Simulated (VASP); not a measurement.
Write the native input for VASP 6.6.1 that does the following.

- Task: single point
- Functional: PBE
- Dispersion: D4
- Potentials or basis: VASP PAW PBE potentials, release 64 (K_sv, S)
- Cutoff: 500 eV
- k mesh: 6 × 6 × 6
- Occupations: gaussian, width 0.01 eV
- Spin: no spin polarisation
- Dipole correction: no
- Further INCAR settings: ALGO = Normal; EDIFF = 1e-06; NBANDS = 19

The structure of K2S lies in POSCAR:

```
K2S
1.0
    0.0000000000      3.6983142723      3.6983142723
    3.6983142723      0.0000000000      3.6983142723
    3.6983142723      3.6983142723      0.0000000000
K S
2 1
Direct
    0.2500000000      0.2500000000      0.2500000000
    0.7500000000      0.7500000000      0.7500000000
    0.0000000000      0.0000000000      0.0000000000
```

These files were run (other wordings do the same):

INCAR

```
SYSTEM = K2S
  PREC = Accurate
  ENCUT = 500
  EDIFF = 1E-6
  ISMEAR = 0
  SIGMA = 0.01
  LREAL = .FALSE.
  LASPH = .TRUE.
  NELM = 120
  ALGO = Normal
  ISIF = 2
  LWAVE = .FALSE.
  LCHARG = .FALSE.
  GGA = PE
  IVDW = 13
  NBANDS = 19
  GGA_COMPAT = .FALSE.
```

KPOINTS

```
Automatic mesh
0
G
  6 6 6
  0 0 0
```

Potentials or basis: VASP PAW PBE potentials, release 64 (K_sv, S).

Launch:

```sh
$ cat potpaw_PBE.64/K_sv/POTCAR potpaw_PBE.64/S/POTCAR > POTCAR
$ mpirun -np 1 vasp_std > vasp.out
```

Results of the run:

- Pressure: 0.1 GPa
- Band gap on the k mesh: 2.39 eV (least direct gap 2.59 eV)
- Dispersion energy per atom: -0.097 eV

Wall time 71 s on 1 thread of AMD EPYC 7R43 64-Core Processor (Zen 3) (shared host), peak memory 0.19 GiB.
